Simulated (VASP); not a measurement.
# InP (F-43m) in VASP: single point with PBE

Aim: the single point of InP with PBE.

All numbers are computed with VASP 6.6.1; they aren't measurements. Logs are shortened: lines on timing, memory, paths and dates and some standing lists are left out, and cuts for length are marked.

### Step 1. The cell of the first run

It takes space group F-43m (No. 216, cubic). Conventional cell: a = 5.861 Å, b = 5.861 Å, c = 5.861 Å, α = 90.00°, β = 90.00°, γ = 90.00°. In (site symmetry -43m) has 4 P at 2.54 Å within 3.3 Å. Within 3.3 Å of P (site symmetry -43m) lie 4 In at 2.54 Å.

### Step 2. Single point, PBE

INCAR

```
  ALGO = Normal
  EDIFF = 1E-6
  ENCUT = 500
  GGA = PE
  GGA_COMPAT = F
  ISIF = 2
  ISMEAR = -1
  ISYM = -1
  LASPH = T
  LCHARG = T
  LELF = T
  LREAL = F
  LVHAR = T
  LWAVE = F
  NBANDS = 16
  NELM = 120
  PREC = Accurate
  SIGMA = 0.03
```

KPOINTS

```
explicit points
256
Reciprocal
  0.06250000   0.06250000   0.06250000 2
  0.06250000   0.06250000   0.18750000 2
  0.06250000   0.06250000   0.31250000 2
  0.06250000   0.06250000   0.43750000 2
  0.06250000   0.06250000   0.56250000 2
  0.06250000   0.06250000   0.68750000 2
[... 248 lines left out ...]
  0.43750000   0.93750000   0.81250000 2
  0.43750000   0.93750000   0.93750000 2
```

POSCAR

```
InP
1.0
    0.0000000000      2.9305000000      2.9305000000
    2.9305000000      0.0000000000      2.9305000000
    2.9305000000      2.9305000000      0.0000000000
In P
1 1
Direct
    0.0000000000      0.0000000000      0.0000000000
    0.7500000000      0.7500000000      0.7500000000
```

Potentials or basis: VASP PAW PBE potentials, release 64 (In_d, P).

Started as:

```bash
cat potpaw_PBE.64/In_d/POTCAR potpaw_PBE.64/P/POTCAR > POTCAR
mpirun -np 1 vasp_std > vasp.out
```

OUTCAR:

```text
EDIFF = 1E-6
   ENCUT = 500
   GGA = PE
   ISIF = 2
   ISMEAR = -1
   ISYM = -1
   LASPH = T
   LREAL = F
   NELM = 120
   PREC = Accurate

 ion  position               nearest neighbor table
   1  0.000  0.000  0.000-   2 2.54   2 2.54   2 2.54   2 2.54
   2  0.750  0.750  0.750-   1 2.54   1 2.54   1 2.54   1 2.54

IMPORTANT INFORMATION: All symmetrisations will be switched off!
NOSYMM: (Re-)initialisation of all symmetry stuff for point group C_1.

----------------------------------------------------------------------------------------

                                     Primitive cell

  volume of cell :      50.3333

  direct lattice vectors                    reciprocal lattice vectors
     0.000000000  2.930500000  2.930500000    -0.170619348  0.170619348  0.170619348
     2.930500000  0.000000000  2.930500000     0.170619348 -0.170619348  0.170619348
     2.930500000  2.930500000  0.000000000     0.170619348  0.170619348 -0.170619348

  length of vectors
     4.144352845  4.144352845  4.144352845     0.295521380  0.295521380  0.295521380

  position of ions in fractional coordinates (direct lattice)
     0.000000000  0.000000000  0.000000000
     0.750000000  0.750000000  0.750000000

  ion indices of the primitive-cell ions
   primitive index   ion index
                 1           1
                 2           2

----------------------------------------------------------------------------------------

 KPOINTS: explicit points

Read explicit list of k-points.

 Found    256 k-points:

 Following reciprocal coordinates:
            Coordinates               Weight
  0.062500  0.062500  0.062500      0.003906
  0.062500  0.062500  0.187500      0.003906
  0.062500  0.062500  0.312500      0.003906
  0.062500  0.062500  0.437500      0.003906
  0.062500  0.062500  0.562500      0.003906
  0.062500  0.062500  0.687500      0.003906
[... 16 lines left out ...]
  0.062500  0.312500  0.812500      0.003906
  0.062500  0.312500  0.937500      0.003906
 [... further k-points ...]
   k-points           NKPTS =    256   k-points in BZ     NKDIM =    256   number of bands    NBANDS=     16
   number of dos      NEDOS =    301   number of ions     NIONS =      2
   total plane-waves  NPLWV =  27000
   dimension x,y,z NGX =    30 NGY =   30 NGZ =   30
   dimension x,y,z NGXF=    60 NGYF=   60 NGZF=   60
   ions per type =               1   1
   NGX,Y,Z   is equivalent  to a cutoff of  12.03, 12.03, 12.03 a.u.
   NGXF,Y,Z  is equivalent  to a cutoff of  24.07, 24.07, 24.07 a.u.
 SYSTEM =  unknown system
   PREC   = accura    normal or accurate (medium, high low for compatibility)
   ISTART =      0    job   : 0-new  1-cont  2-samecut
   ICHARG =      2    charge: 1-file 2-atom 10-const
   ISPIN  =      1    spin polarized calculation?
   LNONCOLLINEAR =      F non collinear calculations
   LSORBIT =      F    spin-orbit coupling
   LASPH  =      T    aspherical Exc in radial PAW
   ENCUT  =  500.0 eV  36.75 Ry    6.06 a.u.   7.56  7.56  7.56*2*pi/ulx,y,z
   NELM   =    120;   NELMIN=  2; NELMDL= -5     # of ELM steps
   EDIFF  = 0.1E-05   stopping-criterion for ELM
   LREAL  =      F    real-space projection
   EDIFFG = 0.1E-04   stopping-criterion for IOM
   NSW    =      0    number of steps for IOM
   IBRION =     -1    ionic relax: 0-MD 1-quasi-New 2-CG
   NFREE  =      0    steps in history (QN), initial steepest desc. (CG)
   ISIF   =      2    stress and relaxation
   ISYM   =     -1    0-nonsym 1-usesym 2-fastsym
   POTIM  = 0.5000    time-step for ionic-motion
   TEBEG  =    0.0;   TEEND  =   0.0 temperature during run
   PSTRESS=    0.0 pullay stress
   NELECT =      18.0000    total number of electrons
   NUPDOWN=      -1.0000    fix difference up-down
   EMIN   =  10.00;   EMAX   =-10.00  energy-range for DOS
   EFERMI =   0.00;   METHOD = LEGACY
   ISMEAR =    -1;   SIGMA  =   0.03  broadening in eV -4-tet -1-fermi 0-gaus
   EFERMI_NEDOS =   21; number of points for ismear=-14 and -15
   IALGO  =     38    algorithm
   IMIX   =      4    mixing-type and parameters
     AMIX     =   0.40;   BMIX     =  1.00
     AMIX_MAG =   1.60;   BMIX_MAG =  1.00
  volume/ion in A,a.u.               =      25.17       169.83
  Fermi-wavevector in a.u.,A,eV,Ry     =   1.162021  2.195901 18.371846  1.350293
  Thomas-Fermi vector in A             =   2.298587
   LORBIT       =      0    0 simple, 1 ext, 2 COOP (PROOUT), +10 PAW based schemes
   GGA     = PE    functional components
   LHFCALC =     F    Hartree Fock is set to
   AEXX    =    0.0000 exact exchange contribution
   IVDW    =     0    specifies the selected vdW correction
   LEPSILON=     F    determine dielectric tensor
   LRPA    =     F    only Hartree local field effects (RPA)
 non-spin polarized calculation
  energy-cutoff  :      500.00
  volume of cell :       50.33
 maximum number of plane-waves:      1296
 NGX is ok and might be reduce to    30
   NGX = 15   NGY = 15   NGZ = 15

 number of electron      18.0000009 magnetization

 Free energy of the ion-electron system (eV)
  ---------------------------------------------------
  ext. energy  EPLUGINS =         0.00000000
  ---------------------------------------------------
  free energy    TOTEN  =        -8.38301204 eV

  energy without entropy =       -8.38301204  energy(sigma->0) =       -8.38301204

 E-fermi :   5.7630     XC(G=0):  -9.2838

 val. band max:        5.1366375473   @ k =   0.0625   0.0625   0.0625
 cond. band min:       6.3716281279   @ k =   0.0625   0.0625   0.0625
 fundamental gap:      1.2349905807
 Fermi energy:         5.7630484584

 k-point     1 :       0.0625    0.0625    0.0625
  band No.  band energies     occupation
      1      -9.0019      2.00000
      2      -8.9945      2.00000
      3      -8.9945      2.00000
      4      -8.8445      2.00000
      5      -8.8445      2.00000
      6      -6.2847      2.00000
[... 8 lines left out ...]
     15      14.3946      0.00000
     16      14.3946      0.00000
[... 419 lines left out ...]
 k-point    24 :       0.0625    0.3125    0.9375
  band No.  band energies     occupation
      1      -9.0896      2.00000
      2      -8.9624      2.00000
      3      -8.9577      2.00000
      4      -8.8480      2.00000
      5      -8.8327      2.00000
      6      -5.2207      2.00000
[... 8 lines left out ...]
     15      14.8021      0.00000
     16      15.2514      0.00000

 [... further k-points ...]

------------------------ aborting loop because EDIFF is reached ----------------------------------------

  FORCE on cell =-STRESS in cart. coord.  units (eV):
  Direction    XX          YY          ZZ          XY          YZ          ZX
  --------------------------------------------------------------------------------------
  -------------------------------------------------------------------------------------
  Total        1.0327618      1.0327627      1.0327582     -0.0025233     -0.0025207     -0.0025348
  in kB       32.8742291     32.8742570     32.8741153     -0.0803206     -0.0802387     -0.0806870
  external PRESSURE =      32.8742005 kB  Pullay stress =       0.0000000 kB

 VOLUME and BASIS-vectors are now :
 -----------------------------------------------------------------------------
  energy-cutoff  :      500.00
  volume of cell :       50.33
      direct lattice vectors                 reciprocal lattice vectors
     0.000000000  2.930500000  2.930500000    -0.170619348  0.170619348  0.170619348
     2.930500000  0.000000000  2.930500000     0.170619348 -0.170619348  0.170619348
     2.930500000  2.930500000  0.000000000     0.170619348  0.170619348 -0.170619348

 POSITION                                       TOTAL-FORCE (eV/Angst)
 -----------------------------------------------------------------------------------
      0.00000      0.00000      0.00000         0.000516      0.000516      0.000521
      4.39575      4.39575      4.39575        -0.000516     -0.000516     -0.000521
 -----------------------------------------------------------------------------------
    total drift:                               -0.000002     -0.000004      0.000004

  FREE ENERGIE OF THE ION-ELECTRON SYSTEM (eV)
  ---------------------------------------------------
  free  energy   TOTEN  =        -8.3830120362 eV

  energy  without entropy=       -8.3830120362  energy(sigma->0) =       -8.38301204
```

stdout:

```text
POSCAR found type information on POSCAR InP
 POSCAR found :  2 types and       2 ions
 scaLAPACK will be used
 LDA part: xc-table for (Slater+PW92), standard interpolation
 POSCAR, INCAR and KPOINTS ok, starting setup
 FFT: planning ... GRIDC
 FFT: planning ... GRID_SOFT
 FFT: planning ... GRID
 WAVECAR not read
 entering main loop
```

Wall time 3.2 min (1 thread of AMD EPYC 7R43 (Zen 3), shared host); peak memory 0.27 GiB.

Results:

- Free energy: -8.3830 eV
- Pressure: 3.3 GPa
- Band gap on the k mesh: 1.24 eV

Levels at points of the mesh, in eV from the valence-band top:
| k point | band 7 | band 8 | band 9 | band 10 | band 11 | band 12 |
| --- | --- | --- | --- | --- | --- | --- |
| (0.06, 0.06, 0.06) | -0.56 | 0.00 | 0.00 | 1.24 | 4.15 | 4.22 |

Caveat: the cell stands under pressure; spin-orbit coupling is left out, which moves the levels of the heavy elements; a shifted mesh leaves out Γ, where band edges can lie.
